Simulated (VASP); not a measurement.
# Sb (Fd-3m) in VASP: further runs

The runs below take Sb through single point, with PBE, r2SCAN.

Program: VASP 6.6.1. These are calculated values, not measurements. Logs are shortened: lines on timing, memory, paths and dates and some standing lists are left out, and cuts for length are marked.

### Step 1. The cell of the first run

Symmetry: Fd-3m, No. 227, cubic system. Conventional cell: a = 7.087 Å, b = 7.087 Å, c = 7.087 Å, α = 90.00°, β = 90.00°, γ = 90.00°. Sb (site symmetry -43m) has 4 Sb at 3.07 Å within 4.0 Å.

### Step 2. Single point, PBE

File INCAR:

```
SYSTEM = Sb
ALGO     = Normal         ! electronic algorithm
EDIFF    = 1E-6           ! SCF threshold, eV
ENCUT    = 520            ! plane-wave cutoff, eV
GGA      = PE             ! functional
ISIF     = 2              ! what is computed and relaxed
ISMEAR   = -1             ! smearing method
LASPH    = .TRUE.         ! aspherical terms in the spheres
LCHARG   = .TRUE.         ! write CHGCAR
LELF     = .TRUE.         ! ELF
LREAL    = .FALSE.        ! projectors in reciprocal space
LVHAR    = .TRUE.       
LWAVE    = .FALSE.        ! write WAVECAR
NBANDS   = 12             ! bands
NELM     = 100            ! most SCF steps
PREC     = Accurate       ! precision mode
SIGMA    = 0.06122561905347299 ! smearing width, eV
```

File KPOINTS:

```
k-points
0
G
  9 9 9
  0 0 0
```

File POSCAR:

```
Sb
1.0
    0.0000000000      3.5433727768      3.5433727768
    3.5433727768      0.0000000000      3.5433727768
    3.5433727768      3.5433727768      0.0000000000
Sb
2
Direct
    0.0000000000      0.0000000000      0.0000000000
    0.2500000000      0.2500000000      0.2500000000
```

Potentials or basis: VASP PAW PBE potentials, release 64 (Sb).

Run with:

```bash
> cat potpaw_PBE.64/Sb/POTCAR > POTCAR
> mpirun -np 1 vasp_std > vasp.out
```

OUTCAR:

```text
SYSTEM = Sb
   EDIFF = 1E-6
   ENCUT = 520
   GGA = PE
   ISIF = 2
   ISMEAR = -1
   LASPH = .TRUE.
   LREAL = .FALSE.
   NELM = 100
   PREC = Accurate

 ion  position               nearest neighbor table
   1  0.000  0.000  0.000-   2 3.07   2 3.07   2 3.07   2 3.07
   2  0.250  0.250  0.250-   1 3.07   1 3.07   1 3.07   1 3.07

  LATTYP: Found a face centered cubic cell.
 ALAT       =     7.0867455536

  Lattice vectors:

 A1 = (   0.0000000000,   3.5433727768,   3.5433727768)
 A2 = (   3.5433727768,   0.0000000000,   3.5433727768)
 A3 = (   3.5433727768,   3.5433727768,   0.0000000000)

Analysis of symmetry for initial positions (statically):
=====================================================================
 Subroutine PRICEL returns:
 Original cell was already a primitive cell.

 Routine SETGRP: Setting up the symmetry group for a
 face centered cubic supercell.

 Subroutine GETGRP returns: Found 48 space group operations
 (whereof 24 operations were pure point group operations)
 out of a pool of 48 trial point group operations.

The static configuration has the point symmetry T_d .
 The point group associated with its full space group is O_h .

Analysis of symmetry for dynamics (positions and initial velocities):
=====================================================================
 Subroutine PRICEL returns:
 Original cell was already a primitive cell.

 Routine SETGRP: Setting up the symmetry group for a
 face centered cubic supercell.

 Subroutine GETGRP returns: Found 48 space group operations
 (whereof 24 operations were pure point group operations)
 out of a pool of 48 trial point group operations.

The dynamic configuration has the point symmetry T_d .
 The point group associated with its full space group is O_h .

 Subroutine INISYM returns: Found 48 space group operations
 (whereof 24 operations are pure point group operations),
 and found     1 'primitive' translations

----------------------------------------------------------------------------------------

                                     Primitive cell

  volume of cell :      88.9776

  direct lattice vectors                    reciprocal lattice vectors
     0.000000000  3.543372777  3.543372777    -0.141108495  0.141108495  0.141108495
     3.543372777  0.000000000  3.543372777     0.141108495 -0.141108495  0.141108495
     3.543372777  3.543372777  0.000000000     0.141108495  0.141108495 -0.141108495

  length of vectors
     5.011085837  5.011085837  5.011085837     0.244407083  0.244407083  0.244407083

  position of ions in fractional coordinates (direct lattice)
     0.000000000  0.000000000  0.000000000
     0.250000000  0.250000000  0.250000000

  ion indices of the primitive-cell ions
   primitive index   ion index
                 1           1
                 2           2

----------------------------------------------------------------------------------------

 KPOINTS: k-points

Automatic generation of k-mesh.
 Grid dimensions read from file:
 generate k-points for:    9    9    9

 Generating k-lattice:

  Cartesian coordinates                     Fractional coordinates (reciprocal lattice)
    -0.015678722  0.015678722  0.015678722     0.111111111  0.000000000  0.000000000
     0.015678722 -0.015678722  0.015678722     0.000000000  0.111111111  0.000000000
     0.015678722  0.015678722 -0.015678722     0.000000000  0.000000000  0.111111111

  Length of vectors
     0.027156343  0.027156343  0.027156343

  Shift w.r.t. Gamma in fractional coordinates (k-lattice)
     0.000000000  0.000000000  0.000000000

 Subroutine IBZKPT returns following result:
 ===========================================

 Found     35 irreducible k-points:

 Following reciprocal coordinates:
            Coordinates               Weight
  0.000000  0.000000  0.000000      1.000000
  0.111111  0.000000  0.000000      8.000000
  0.222222  0.000000  0.000000      8.000000
  0.333333  0.000000  0.000000      8.000000
  0.444444  0.000000  0.000000      8.000000
  0.111111  0.111111  0.000000      6.000000
[... 16 lines left out ...]
 -0.333333  0.333333  0.000000     12.000000
  0.444444  0.444444  0.000000      6.000000
 [... further k-points ...]
   k-points           NKPTS =     35   k-points in BZ     NKDIM =     35   number of bands    NBANDS=     12
   number of dos      NEDOS =    301   number of ions     NIONS =      2
   total plane-waves  NPLWV =  64000
   dimension x,y,z NGX =    40 NGY =   40 NGZ =   40
   dimension x,y,z NGXF=    80 NGYF=   80 NGZF=   80
   ions per type =               2
   NGX,Y,Z   is equivalent  to a cutoff of  13.27, 13.27, 13.27 a.u.
   NGXF,Y,Z  is equivalent  to a cutoff of  26.54, 26.54, 26.54 a.u.
 SYSTEM =  Sb
   PREC   = accura    normal or accurate (medium, high low for compatibility)
   ISTART =      0    job   : 0-new  1-cont  2-samecut
   ICHARG =      2    charge: 1-file 2-atom 10-const
   ISPIN  =      1    spin polarized calculation?
   LNONCOLLINEAR =      F non collinear calculations
   LSORBIT =      F    spin-orbit coupling
   LASPH  =      T    aspherical Exc in radial PAW
   ENCUT  =  520.0 eV  38.22 Ry    6.18 a.u.   9.32  9.32  9.32*2*pi/ulx,y,z
   NELM   =    100;   NELMIN=  2; NELMDL= -5     # of ELM steps
   EDIFF  = 0.1E-05   stopping-criterion for ELM
   LREAL  =      F    real-space projection
   EDIFFG = 0.1E-04   stopping-criterion for IOM
   NSW    =      0    number of steps for IOM
   IBRION =     -1    ionic relax: 0-MD 1-quasi-New 2-CG
   NFREE  =      0    steps in history (QN), initial steepest desc. (CG)
   ISIF   =      2    stress and relaxation
   ISYM   =      2    0-nonsym 1-usesym 2-fastsym
   POTIM  = 0.5000    time-step for ionic-motion
   TEBEG  =    0.0;   TEEND  =   0.0 temperature during run
   PSTRESS=    0.0 pullay stress
   NELECT =      10.0000    total number of electrons
   NUPDOWN=      -1.0000    fix difference up-down
   EMIN   =  10.00;   EMAX   =-10.00  energy-range for DOS
   EFERMI =   0.00;   METHOD = LEGACY
   ISMEAR =    -1;   SIGMA  =   0.06  broadening in eV -4-tet -1-fermi 0-gaus
   EFERMI_NEDOS =   21; number of points for ismear=-14 and -15
   IALGO  =     38    algorithm
   IMIX   =      4    mixing-type and parameters
     AMIX     =   0.40;   BMIX     =  1.00
     AMIX_MAG =   1.60;   BMIX_MAG =  1.00
  volume/ion in A,a.u.               =      44.49       300.23
  Fermi-wavevector in a.u.,A,eV,Ry     =   0.790038  1.492955  8.492213  0.624160
  Thomas-Fermi vector in A             =   1.895300
   LORBIT       =      0    0 simple, 1 ext, 2 COOP (PROOUT), +10 PAW based schemes
   GGA     = PE    functional components
   LHFCALC =     F    Hartree Fock is set to
   AEXX    =    0.0000 exact exchange contribution
   IVDW    =     0    specifies the selected vdW correction
   LEPSILON=     F    determine dielectric tensor
   LRPA    =     F    only Hartree local field effects (RPA)
 non-spin polarized calculation
  energy-cutoff  :      520.00
  volume of cell :       88.98
 maximum number of plane-waves:      2421
 NGX is ok and might be reduce to    40
   NGX = 19   NGY = 19   NGZ = 19

 number of electron      10.0000000 magnetization

 Free energy of the ion-electron system (eV)
  ---------------------------------------------------
  ext. energy  EPLUGINS =         0.00000000
  ---------------------------------------------------
  free energy    TOTEN  =        -7.64892226 eV

  energy without entropy =       -7.62921541  energy(sigma->0) =       -7.63906883

 E-fermi :   3.4803     XC(G=0):  -7.6864

 val. band max:        3.4649799188   @ k =  -0.4444   0.4444   0.1111
 cond. band min:       3.4889219913   @ k =  -0.4444   0.4444   0.0000
 fundamental gap:      0.0239420725
 Fermi energy:         3.4803405786

 k-point     1 :       0.0000    0.0000    0.0000
  band No.  band energies     occupation
      1      -7.6854      2.00000
      2      -2.0515      2.00000
      3       1.8269      2.00000
      4       1.8269      2.00000
      5       1.8269      2.00000
      6       4.0588      0.00016
      7       4.0588      0.00016
      8       4.0588      0.00016
      9       7.4779      0.00000
     10       9.8361      0.00000
     11       9.8361      0.00000
     12      11.0394      0.00000

 k-point     2 :       0.1111    0.0000    0.0000
  band No.  band energies     occupation
      1      -7.6059      2.00000
      2      -2.3541      2.00000
      3       1.7061      2.00000
      4       1.7061      2.00000
      5       1.8195      2.00000
      6       4.2361      0.00001
      7       4.2361      0.00001
      8       4.2636      0.00001
      9       7.8704      0.00000
     10       9.4981      0.00000
     11       9.4981      0.00000
     12      10.7389      0.00000

 k-point     3 :       0.2222    0.0000    0.0000
  band No.  band energies     occupation
      1      -7.3779      2.00000
      2      -3.0537      2.00000
      3       1.4598      2.00000
      4       1.4598      2.00000
      5       1.6853      2.00000
      6       4.6042      0.00000
      7       4.6042      0.00000
      8       4.9688      0.00000
      9       8.6271      0.00000
     10       9.2481      0.00000
     11       9.2481      0.00000
     12      10.5270      0.00000
[... 286 lines left out ...]
 k-point    23 :      -0.3333    0.3333    0.0000
  band No.  band energies     occupation
      1      -6.1960      2.00000
      2      -5.0472      2.00000
      3      -0.2008      2.00000
      4       0.6881      2.00000
      5       3.0077      1.99911
      6       5.1483      0.00000
      7       6.1933      0.00000
      8       6.2021      0.00000
      9       8.1203      0.00000
     10       9.5606      0.00000
     11      10.9098      0.00000
     12      12.5242      0.00000

 k-point    24 :       0.4444    0.4444    0.0000
  band No.  band energies     occupation
      1      -6.0572      2.00000
      2      -5.2194      2.00000
      3       0.3393      2.00000
      4       0.3393      2.00000
      5       3.0666      1.99768
      6       3.1664      1.98821
      7       7.3202      0.00000
      8       7.3202      0.00000
      9       8.9075      0.00000
     10      10.0953      0.00000
     11      11.8000      0.00000
     12      11.8017      0.00000

 [... further k-points ...]
[... 5 lines left out ...]
  --------------------------------------------------------------------------------------
  -------------------------------------------------------------------------------------
  Total       -0.6087685     -0.6087685     -0.6087685      0.0000000      0.0000000      0.0000000
  in kB      -10.9618083    -10.9618083    -10.9618083      0.0000000      0.0000000      0.0000000
  external PRESSURE =     -10.9618083 kB  Pullay stress =       0.0000000 kB

 VOLUME and BASIS-vectors are now :
 -----------------------------------------------------------------------------
  energy-cutoff  :      520.00
  volume of cell :       88.98
      direct lattice vectors                 reciprocal lattice vectors
     0.000000000  3.543372777  3.543372777    -0.141108495  0.141108495  0.141108495
     3.543372777  0.000000000  3.543372777     0.141108495 -0.141108495  0.141108495
     3.543372777  3.543372777  0.000000000     0.141108495  0.141108495 -0.141108495

 POSITION                                       TOTAL-FORCE (eV/Angst)
 -----------------------------------------------------------------------------------
      0.00000      0.00000      0.00000         0.000000     -0.000000      0.000000
      1.77169      1.77169      1.77169        -0.000000      0.000000     -0.000000
 -----------------------------------------------------------------------------------
    total drift:                               -0.000000      0.000000      0.000000

  FREE ENERGIE OF THE ION-ELECTRON SYSTEM (eV)
  ---------------------------------------------------
  free  energy   TOTEN  =        -7.6489222590 eV

  energy  without entropy=       -7.6292154103  energy(sigma->0) =       -7.63906883
```

Run time: 26 s. Hardware: 1 thread of Intel Xeon Platinum 8559C (Emerald Rapids), shared host; peak memory 0.24 GiB.

What came out:

- Free energy: -7.6489 eV
- Pressure: -1.1 GPa
- Band gap on the k mesh: zero (band 5 reaches 3.86 eV, above the bottom of band 6 at 3.17 eV)

Caveat: spin-orbit coupling is left out, which moves the levels of the heavy elements.

### Step 3. Single point, PBE

File INCAR:

```
PREC     = Accurate       # precision mode
ENCUT    = 520            # plane-wave cutoff, eV
EDIFF    = 1E-7           # SCF threshold, eV
ISMEAR   = -1             # smearing method
SIGMA    = 0.06122561905347299 # smearing width, eV
LREAL    = False          # projectors in reciprocal space
LASPH    = True           # aspherical terms in the spheres
NELM     = 100            # most SCF steps
ALGO     = Normal         # electronic algorithm
ISIF     = 2              # what is computed and relaxed
LWAVE    = False          # write WAVECAR
LCHARG   = False          # write CHGCAR
GGA      = PE             # functional
NBANDS   = 12             # bands
```

File KPOINTS:

```
Automatic mesh
0
Gamma
  9 9 9
```

POSCAR is that of step 2.

Potentials or basis: VASP PAW PBE potentials, release 64 (Sb).

Run with:

```bash
> cat potpaw_PBE.64/Sb/POTCAR > POTCAR
> mpirun -np 1 vasp_std > vasp.out
```

OUTCAR:

```text
PREC = Accurate
   ENCUT = 520
   EDIFF = 1E-7
   ISMEAR = -1
   LREAL = False
   LASPH = True
   NELM = 100
   ISIF = 2
   GGA = PE

 ion  position               nearest neighbor table
   1  0.000  0.000  0.000-   2 3.07   2 3.07   2 3.07   2 3.07
   2  0.250  0.250  0.250-   1 3.07   1 3.07   1 3.07   1 3.07

  LATTYP: Found a face centered cubic cell.
 ALAT       =     7.0867455536

  Lattice vectors:

 A1 = (   0.0000000000,   3.5433727768,   3.5433727768)
 A2 = (   3.5433727768,   0.0000000000,   3.5433727768)
 A3 = (   3.5433727768,   3.5433727768,   0.0000000000)
[... 538 lines left out ...]
      8       7.3202      0.00000
      9       8.9075      0.00000
     10      10.0953      0.00000
     11      11.8000      0.00000
     12      11.8015      0.00000

 [... further k-points ...]
[... 5 lines left out ...]
  --------------------------------------------------------------------------------------
  -------------------------------------------------------------------------------------
  Total       -0.6085835     -0.6085835     -0.6085835      0.0000000      0.0000000      0.0000000
  in kB      -10.9584777    -10.9584777    -10.9584777      0.0000000      0.0000000      0.0000000
  external PRESSURE =     -10.9584777 kB  Pullay stress =       0.0000000 kB

 VOLUME and BASIS-vectors are now :
 -----------------------------------------------------------------------------
  energy-cutoff  :      520.00
  volume of cell :       88.98
      direct lattice vectors                 reciprocal lattice vectors
     0.000000000  3.543372777  3.543372777    -0.141108495  0.141108495  0.141108495
     3.543372777  0.000000000  3.543372777     0.141108495 -0.141108495  0.141108495
     3.543372777  3.543372777  0.000000000     0.141108495  0.141108495 -0.141108495

 POSITION                                       TOTAL-FORCE (eV/Angst)
 -----------------------------------------------------------------------------------
      0.00000      0.00000      0.00000         0.000000      0.000000      0.000000
      1.77169      1.77169      1.77169        -0.000000     -0.000000     -0.000000
 -----------------------------------------------------------------------------------
    total drift:                               -0.000000      0.000000      0.000000

  FREE ENERGIE OF THE ION-ELECTRON SYSTEM (eV)
  ---------------------------------------------------
  free  energy   TOTEN  =        -7.6489222195 eV

  energy  without entropy=       -7.6292154583  energy(sigma->0) =       -7.63906884
```

stdout:

```text
POSCAR found type information on POSCAR Sb
 POSCAR found :  1 types and       2 ions
 scaLAPACK will be used
 LDA part: xc-table for (Slater+PW92), standard interpolation
 POSCAR, INCAR and KPOINTS ok, starting setup
 FFT: planning ... GRIDC
 FFT: planning ... GRID_SOFT
 FFT: planning ... GRID
 WAVECAR not read
 entering main loop
```

Wall time 30 s (1 thread of Intel Xeon Platinum 8559C (Emerald Rapids), shared host); peak memory 0.24 GiB.

Results:

```
Free energy            : -7.6489 eV
Pressure               : -1.1 GPa
Band gap on the k mesh : zero (band 5 reaches 3.86 eV, above the bottom of band 6 at 3.17 eV)
```

Levels at points of the mesh, in eV from the Fermi level:
```
           k point  band 1  band 2  band 3  band 4  band 5  band 6  band 7  band 8  band 9  band 10
(0.00, 0.00, 0.00)  -11.17   -5.53   -1.65   -1.65   -1.65    0.58    0.58    0.58    4.00     6.36
```

Caveat: spin-orbit coupling is left out, which moves the levels of the heavy elements.

### Step 4. Single point, PBE

This run uses another cell than the first one, of 45.34 Å³/atom, 1.019 times its volume.

File INCAR:

```
ALGO = Normal
EDIFF = 1E-7
ENCUT = 520
GGA = PE
ISIF = 2
ISMEAR = -1
LASPH = T
LCHARG = F
LREAL = F
LWAVE = F
NBANDS = 12
NELM = 80
PREC = Accurate
SIGMA = 0.06122561905347299
```

File KPOINTS:

```
k-points
0
Gamma
  9 9 9
```

File POSCAR:

```
Sb
1.0
    0.0000000000      3.5659426387      3.5659426387
    3.5659426387      0.0000000000      3.5659426387
    3.5659426387      3.5659426387      0.0000000000
Sb
2
Direct
    0.0000000000      0.0000000000      0.0000000000
    0.2500000000      0.2500000000      0.2500000000
```

Run with:

```bash
> cat potpaw_PBE.64/Sb/POTCAR > POTCAR
> mpirun -np 1 vasp_std > vasp.out
```

It took 27 s on 1 thread of Intel Xeon Platinum 8559C (Emerald Rapids), shared host; peak memory 0.24 GiB.

Results (log left out):

| Property | Result |
| --- | --- |
| Free energy | -7.6345 eV |
| Pressure | -1.6 GPa |
| Band gap on the k mesh | zero (band 5 reaches 3.67 eV, above the bottom of band 6 at 3.01 eV) |

Levels at points of the mesh, in eV from the Fermi level:
```tsv
k point	band 2	band 3	band 4	band 5	band 6	band 7	band 8	band 9
(0.00, 0.00, 0.00)	-5.61	-1.62	-1.62	-1.62	0.59	0.59	0.59	4.00
```

Caveat: spin-orbit coupling is left out, which moves the levels of the heavy elements.

### Step 5. Single point, PBE

This run uses another cell than the first one, of 45.34 Å³/atom, 1.019 times its volume.

File INCAR:

```
SYSTEM = Sb
ALGO = Normal
EDIFF = 1E-6
ENCUT = 520
GGA = PE
ISIF = 2
ISMEAR = -1
LASPH = .True.
LCHARG = .True.
LELF = .True.
LREAL = .False.
LVHAR = .True.
LWAVE = .False.
NBANDS = 12
NELM = 60
PREC = Accurate
SIGMA = 0.06122561905347299
```

File KPOINTS:

```
k-points
0
Gamma
  9 9 9
  0 0 0
```

POSCAR is that of step 4.

Run with:

```bash
> cat potpaw_PBE.64/Sb/POTCAR > POTCAR
> mpirun -np 1 vasp_std > vasp.out
```

It took 28 s on 1 thread of Intel Xeon Platinum 8559C (Emerald Rapids), shared host; peak memory 0.24 GiB.

The run converged. Its results:

```yaml
Free_energy: -7.6345 eV
Pressure: -1.6 GPa
Band_gap_on_the_k_mesh: zero (band 5 reaches 3.67 eV, above the bottom of band 6 at 3.01 eV)
```

Levels at points of the mesh, in eV from the Fermi level:
| k point | band 3 | band 4 | band 5 | band 6 | band 7 | band 8 |
| --- | --- | --- | --- | --- | --- | --- |
| (0.00, 0.00, 0.00) | -1.62 | -1.62 | -1.62 | 0.59 | 0.59 | 0.59 |

Caveat: spin-orbit coupling is left out, which moves the levels of the heavy elements.

(Continued in part 2 of 2.)
